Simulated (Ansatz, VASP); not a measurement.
**One calculation of Ta, two programs**

File INCAR:

```
  ALGO = Normal
  EDIFF = 1E-6
  ENCUT = 520
  GGA = RE
  ISIF = 2
  ISMEAR = -1
  LASPH = True
  LCHARG = False
  LREAL = False
  LWAVE = False
  NBANDS = 12
  NELM = 60
  PREC = Accurate
  SIGMA = 0.1
```

The input KPOINTS:

```
k-points
0
Gamma
  22 22 22
```

POSCAR

```
Ta
1.0
   -1.6895557844      1.6895557844      1.6895557844
    1.6895557844     -1.6895557844      1.6895557844
    1.6895557844      1.6895557844     -1.6895557844
Ta
1
Direct
    0.0000000000      0.0000000000      0.0000000000
```

Input for Ansatz:

```yaml
crystal:
  lattice:
    - [-1.6895557844, 1.6895557844, 1.6895557844]
    - [1.6895557844, -1.6895557844, 1.6895557844]
    - [1.6895557844, 1.6895557844, -1.6895557844]
  atoms:
    - { symbol: Ta, position: [0.0, 0.0, 0.0] }
hamiltonian:
  xc: revpbe
  pseudopotentials:
    kind: paw
    azcp:
      Ta: "pseudopotentials/Ta.paw.azcp"
basis:
  ecutwfc: 420
  fft_grid_basis: typed
kpoints:
  mp_grid: { grid: [22, 22, 22], shift: [0, 0, 0] }
magnetization:
  spin_polarized: false
scf:
  occupations: { method: fermi_dirac, width: 0.1 }
output:
  stress: true
```

Alike in both runs: task single point; functional revPBE; k mesh 22 × 22 × 22; occupations fermi-dirac, width 0.1 eV; no spin polarisation.

```csv
,VASP,Ansatz
version,VASP 6.6.1,Ansatz 0.2.0
potentials or method,"VASP PAW PBE potentials, release 64 (Ta_pv), cutoff 520 eV","plane waves (420 eV) with PAW, scalar-relativistic"
valence electrons in the cell,11,13
```

```tsv
	VASP	Ansatz	Ansatz less VASP
pressure (GPa)	-6.9	-6.9	-0.01
```

VASP's potentials were made for PBE, not for revPBE. VASP's potentials hold 11 valence electrons a cell and Ansatz's 13, so a difference there can come from the potentials and not from the codes.

Neither program's run includes spin-orbit coupling.
